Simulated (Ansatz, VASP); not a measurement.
## BeS: VASP beside Ansatz

```
Be S
1.0
     3.24279    0.00000    0.00000
    -1.62140    2.80834    0.00000
     0.00000    0.00000    2.97640
Be S
1 1
Direct
  0.66667 0.33333 0.00000
  0.00000 0.00000 0.50000
```

Change from the starting cell: species swapped into the PmNd type (P-6m2, No. 187).

Alike in both runs: functional PBE; k mesh 5 × 5 × 3; occupations gaussian, width 0.15 eV; no spin polarisation.

Ansatz relaxed the structure, and its values are those at the end. VASP's run is a single point on that final structure, the one shown.

|  | VASP | Ansatz |
| --- | --- | --- |
| version | VASP 6.6.1 | Ansatz 0.2.0 |
| potentials or method | VASP PAW PBE potentials, release 64 (Be, S), cutoff 600 eV | scalar-relativistic, plane waves, PAW |
| valence electrons in the cell | 8 | 8 |

```csv
,VASP,Ansatz,Ansatz less VASP
gap on the k mesh at the Fermi level (eV),0.46,0.46,-0.004
least direct gap on the mesh (eV),2.49,2.48,-0.007
pressure (GPa),0.1,0.2,+0.04
```

With one functional, cell and mesh, what is left measures potentials, basis and numerics.

The k mesh is coarse, so the values compare programs but aren't converged.
